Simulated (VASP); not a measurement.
# SnS (Pnma) in VASP: single point with PBE+D3(BJ)

Aim: the single point of SnS with PBE+D3(BJ).

All numbers are computed with VASP 6.6.1; they aren't measurements. Logs are shortened: lines on timing, memory, paths and dates and some standing lists are left out, and cuts for length are marked.

**What was measured.**

“Linear dichroism of the optical properties of SnS and SnSe van der Waals crystals”, 2024, arxiv:2409.17412 reports, for a bulk crystal of SnS at 300 K: band gap 1.09 eV (indirect).

How close the calculation comes is told below.

## Step 1: The cell of the first run

Symmetry: Pnma, No. 62, orthorhombic system. The conventional cell has a = 11.148 Å, b = 3.999 Å, c = 4.264 Å, α = 90.00°, β = 90.00°, γ = 90.00°. Within 3.5 Å of Sn (site symmetry m) lie 6 S at 2.64 to 3.34 Å and 2 Sn at 3.45 Å. S (site symmetry m) has 6 Sn at 2.64 to 3.34 Å within 3.5 Å.

## Step 2: Single point, PBE+D3(BJ)

INCAR reads:

```
SYSTEM = SnS
  PREC = Accurate
  ENCUT = 500
  EDIFF = 1E-6
  ISMEAR = 0
  SIGMA = 0.01
  LREAL = .False.
  LASPH = .True.
  NELM = 120
  ALGO = Normal
  ISIF = 2
  LWAVE = .False.
  LCHARG = .False.
  GGA = PE
  IVDW = 12
  NBANDS = 50
  GGA_COMPAT = .False.
```

KPOINTS reads:

```
regular mesh
0
Gamma
  4 8 8
  0 0 0
```

POSCAR reads:

```
SnS
1.0
   11.1475934912      0.0000000000      0.0000000000
    0.0000000000      3.9986964956      0.0000000000
    0.0000000000      0.0000000000      4.2635220243
Sn S
4 4
Direct
    0.1182873588      0.2500000000      0.1124726039
    0.3817126412      0.7500000000      0.6124726039
    0.6182873588      0.2500000000      0.3875273961
    0.8817126412      0.7500000000      0.8875273961
    0.8529788482      0.2500000000      0.4748745537
    0.6470211518      0.7500000000      0.9748745537
    0.3529788482      0.2500000000      0.0251254463
    0.1470211518      0.7500000000      0.5251254463
```

Potentials or basis: VASP PAW PBE potentials, release 64 (Sn_d, S).

Started as:

```sh
$ cat potpaw_PBE.64/Sn_d/POTCAR potpaw_PBE.64/S/POTCAR > POTCAR
$ mpirun -np 1 vasp_std > vasp.out
```

OUTCAR:

```text
SYSTEM = SnS
   PREC = Accurate
   ENCUT = 500
   EDIFF = 1E-6
   ISMEAR = 0
   LREAL = .False.
   LASPH = .True.
   NELM = 120
   ISIF = 2
   GGA = PE
   IVDW = 12
 IVDW          = 12

 ion  position               nearest neighbor table
   1  0.118  0.250  0.112-   7 2.64   8 2.68   8 2.68   8 3.22   8 3.22   4 3.45   4 3.45
   2  0.382  0.750  0.612-   8 2.64   7 2.68   7 2.68   7 3.22   7 3.22   3 3.45   3 3.45
   3  0.618  0.250  0.388-   5 2.64   6 2.68   6 2.68   6 3.22   6 3.22   2 3.45   2 3.45
   4  0.882  0.750  0.888-   6 2.64   5 2.68   5 2.68   5 3.22   5 3.22   1 3.45   1 3.45
   5  0.853  0.250  0.475-   3 2.64   4 2.68   4 2.68   4 3.22   4 3.22
   6  0.647  0.750  0.975-   4 2.64   3 2.68   3 2.68   3 3.22   3 3.22
   7  0.353  0.250  0.025-   1 2.64   2 2.68   2 2.68   2 3.22   2 3.22
   8  0.147  0.750  0.525-   2 2.64   1 2.68   1 2.68   1 3.22   1 3.22

  LATTYP: Found a simple orthorhombic cell.
 ALAT       =     3.9986964956
 B/A-ratio  =     1.0662279643
 C/A-ratio  =     2.7878068524

  Lattice vectors:

 A1 = (   0.0000000000,   3.9986964956,   0.0000000000)
 A2 = (   0.0000000000,   0.0000000000,   4.2635220243)
 A3 = (  11.1475934912,   0.0000000000,   0.0000000000)

Analysis of symmetry for initial positions (statically):
=====================================================================
 Subroutine PRICEL returns:
 Original cell was already a primitive cell.

 Routine SETGRP: Setting up the symmetry group for a
 simple orthorhombic supercell.

 Subroutine GETGRP returns: Found  8 space group operations
 (whereof  2 operations were pure point group operations)
 out of a pool of  8 trial point group operations.

The static configuration has the point symmetry S_2 .
 The point group associated with its full space group is D_2h.

Analysis of symmetry for dynamics (positions and initial velocities):
=====================================================================
 Subroutine PRICEL returns:
 Original cell was already a primitive cell.

 Routine SETGRP: Setting up the symmetry group for a
 simple orthorhombic supercell.

 Subroutine GETGRP returns: Found  8 space group operations
 (whereof  2 operations were pure point group operations)
 out of a pool of  8 trial point group operations.

The dynamic configuration has the point symmetry S_2 .
 The point group associated with its full space group is D_2h.

 Subroutine INISYM returns: Found  8 space group operations
 (whereof  2 operations are pure point group operations),
 and found     1 'primitive' translations

[... 105 lines left out ...]
   NELM   =    120;   NELMIN=  2; NELMDL= -5     # of ELM steps
   EDIFF  = 0.1E-05   stopping-criterion for ELM
   LREAL  =      F    real-space projection
[... 7 lines left out ...]
   TEBEG  =    0.0;   TEEND  =   0.0 temperature during run
   PSTRESS=    0.0 pullay stress
   NELECT =      80.0000    total number of electrons
   NUPDOWN=      -1.0000    fix difference up-down
   EMIN   =  10.00;   EMAX   =-10.00  energy-range for DOS
   EFERMI =   0.00;   METHOD = LEGACY
   ISMEAR =     0;   SIGMA  =   0.01  broadening in eV -4-tet -1-fermi 0-gaus
   EFERMI_NEDOS =   21; number of points for ismear=-14 and -15
   IALGO  =     38    algorithm
   IMIX   =      4    mixing-type and parameters
     AMIX     =   0.40;   BMIX     =  1.00
     AMIX_MAG =   1.60;   BMIX_MAG =  1.00
  volume/ion in A,a.u.               =      23.76       160.32
  Fermi-wavevector in a.u.,A,eV,Ry     =   1.226918  2.318538 20.481221  1.505327
  Thomas-Fermi vector in A             =   2.361901
   LORBIT       =      0    0 simple, 1 ext, 2 COOP (PROOUT), +10 PAW based schemes
   GGA     = PE    functional components
   LHFCALC =     F    Hartree Fock is set to
   AEXX    =    0.0000 exact exchange contribution
   IVDW    =    12    specifies the selected vdW correction
   LEPSILON=     F    determine dielectric tensor
   LRPA    =     F    only Hartree local field effects (RPA)
 non-spin polarized calculation
 Gauss-broadening in eV      SIGMA  =   0.01
  energy-cutoff  :      500.00
  volume of cell :      190.05
 maximum number of plane-waves:      4860
 NGX is ok and might be reduce to    84
   NGX = 41   NGY = 15   NGZ = 15

 number of electron      80.0000036 magnetization

 Free energy of the ion-electron system (eV)
  ---------------------------------------------------
  ext. energy  EPLUGINS =         0.00000000
  ---------------------------------------------------
  free energy    TOTEN  =       -35.36383102 eV

  energy without entropy =      -35.36383102  energy(sigma->0) =      -35.36383102

 E-fermi :   6.5008     XC(G=0):  -9.9485

 val. band max:        6.4151188347   @ k =   0.5000   0.0000   0.5000
 cond. band min:       7.2625393565   @ k =   0.0000   0.0000   0.0000
 fundamental gap:      0.8474205218
 Fermi energy:         6.5008150275

 k-point     1 :       0.0000    0.0000    0.0000
  band No.  band energies     occupation
      1     -14.8917      2.00000
      2     -14.8747      2.00000
      3     -14.8712      2.00000
      4     -14.8659      2.00000
      5     -14.8598      2.00000
      6     -14.8547      2.00000
[... 1261 lines left out ...]
     49      10.8403      0.00000
     50      10.8403      0.00000

 [... further k-points ...]

------------------------ aborting loop because EDIFF is reached ----------------------------------------

 Edisp (eV)   -2.77762

 E8    (eV) :    -1.2030

  FORCE on cell =-STRESS in cart. coord.  units (eV):
  Direction    XX          YY          ZZ          XY          YZ          ZX
  --------------------------------------------------------------------------------------
  -------------------------------------------------------------------------------------
  Total      -0.07146    -0.06718    -0.04198     0.00000    -0.00000     0.00000
  in kB      -0.60242    -0.56636    -0.35393     0.00000    -0.00000     0.00000
  external pressure =       -0.51 kB  Pullay stress =        0.00 kB

 VOLUME and BASIS-vectors are now :
 -----------------------------------------------------------------------------
  energy-cutoff  :      500.00
  volume of cell :      190.05
      direct lattice vectors                 reciprocal lattice vectors
    11.147593491  0.000000000  0.000000000     0.089705460  0.000000000  0.000000000
     0.000000000  3.998696496  0.000000000     0.000000000  0.250081496  0.000000000
     0.000000000  0.000000000  4.263522024     0.000000000  0.000000000  0.234547868

 POSITION                                       TOTAL-FORCE (eV/Angst)
 -----------------------------------------------------------------------------------
      1.31862      0.99967      0.47953        -0.001103     -0.000000     -0.006539
      4.25518      2.99902      2.61129         0.001103     -0.000000     -0.006539
      6.89242      0.99967      1.65223        -0.001103      0.000000      0.006539
      9.82897      2.99902      3.78399         0.001103     -0.000000      0.006539
      9.50866      0.99967      2.02464         0.000074     -0.000000     -0.004763
      7.21273      2.99902      4.15640        -0.000074     -0.000000     -0.004763
      3.93486      0.99967      0.10712         0.000074     -0.000000      0.004763
      1.63893      2.99902      2.23888        -0.000074      0.000000      0.004763
 -----------------------------------------------------------------------------------
    total drift:                                0.000000      0.000000     -0.000000

  FREE ENERGIE OF THE ION-ELECTRON SYSTEM (eV)
  ---------------------------------------------------
  free  energy   TOTEN  =       -38.1414544946 eV

  energy  without entropy=      -38.1414544946  energy(sigma->0) =      -38.14145449
```

stdout:

```text
POSCAR found type information on POSCAR SnS
 POSCAR found :  2 types and       8 ions
 scaLAPACK will be used
 LDA part: xc-table for (Slater+PW92), standard interpolation
 POSCAR, INCAR and KPOINTS ok, starting setup
 FFT: planning ... GRIDC
 FFT: planning ... GRID_SOFT
 FFT: planning ... GRID
 WAVECAR not read
 entering main loop
```

Run time: 11 min. Hardware: 1 thread of Oxide Virtual Turin-like, shared host; peak memory 0.55 GiB.

What came out:

- Free energy: -38.1415 eV
- Pressure: -0.1 GPa
- Largest force: 0.007 eV/Å
- Band gap on the k mesh: 0.85 eV (least direct gap 1.20 eV)
- Dispersion energy per atom: -0.347 eV

Forces on the atoms (eV/Å):
```
Sn  -0.001  0.000 -0.007
Sn   0.001  0.000 -0.007
Sn  -0.001  0.000  0.007
Sn   0.001  0.000  0.007
S    0.000  0.000 -0.005
S    0.000  0.000 -0.005
S    0.000  0.000  0.005
S    0.000  0.000  0.005
```

Levels at points of the mesh, in eV from the valence-band top:
```tsv
k point	band 37	band 38	band 39	band 40	band 41	band 42	band 43	band 44
(0.00, 0.00, 0.00)	-1.93	-1.24	-0.79	-0.63	0.85	3.09	3.12	3.14
(0.50, 0.00, 0.00)	-2.17	-2.17	-0.67	-0.67	2.69	2.69	2.85	2.85
(0.00, 0.50, 0.00)	-1.00	-1.00	-0.78	-0.78	1.22	1.22	1.72	1.72
(0.50, 0.50, 0.00)	-0.98	-0.98	-0.98	-0.98	1.64	1.64	1.64	1.64
(0.00, 0.00, 0.50)	-0.90	-0.90	-0.06	-0.06	1.49	1.49	1.93	1.93
(0.50, 0.00, 0.50)	-0.69	-0.69	0.00	0.00	1.39	1.39	1.90	1.90
(0.00, 0.50, 0.50)	-2.49	-2.49	-1.53	-1.53	2.79	2.79	3.03	3.03
(0.50, 0.50, 0.50)	-1.71	-1.71	-1.71	-1.71	2.62	2.62	2.62	2.62
```

Caveat: spin-orbit coupling is left out, which moves the levels of the heavy elements.

## Step 3: How close it comes

Step 2. Measured gap of SnS: 1.09 eV (indirect; 300 K; “Linear dichroism of the optical properties of SnS and SnSe van der Waals crystals”, 2024, arxiv:2409.17412). This calculation gives 0.85 eV (-0.24 eV). 2 values of this kind are on record (1.09 to 1.16 eV); this one was drawn at random. Spin-orbit coupling on Sn is left out. The value is that of PBE+D3(BJ) on a finite k mesh, which can miss the band edges, without temperature or zero-point motion. Semilocal functionals fall short of measured gaps as a rule.
